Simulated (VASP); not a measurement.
A run of VASP 6.6.1:

The input INCAR:

```
SYSTEM = Ru
ALGO = Fast ; EDIFF = 1E-6
ENCUT = 520 ; GGA = PS
ISIF = 2 ; ISMEAR = -1
IVDW = 12 ; LASPH = .True.
LCHARG = .False. ; LREAL = .False.
LWAVE = .False. ; NBANDS = 21
NELM = 80 ; PREC = Accurate
SIGMA = 0.05
```

Contents of KPOINTS:

```
k-points
0
Gamma
  11 11 6
  0 0 0
```

POSCAR

```
Ru
1.0
    2.7058000000      0.0000000000      0.0000000000
   -1.3529000000      2.3432915376      0.0000000000
    0.0000000000      0.0000000000      4.2819000000
Ru
2
Direct
    0.6666666667      0.3333333333      0.7500000000
    0.3333333333      0.6666666667      0.2500000000
```

Potentials or basis: VASP PAW PBE potentials, release 64 (Ru_pv).

Command:

```console
$ cat potpaw_PBE.64/Ru_pv/POTCAR > POTCAR
$ mpirun -np 1 vasp_std > vasp.out
```

Hardware: 1 thread of AMD EPYC 7R13, with other jobs on the host.

Q: Estimate the wall time of this run.

A: It took 50 s on 1 thread of AMD EPYC 7R13, on a shared host, peak memory 0.13 GiB. Counts: scf iterations 13, k points 64.
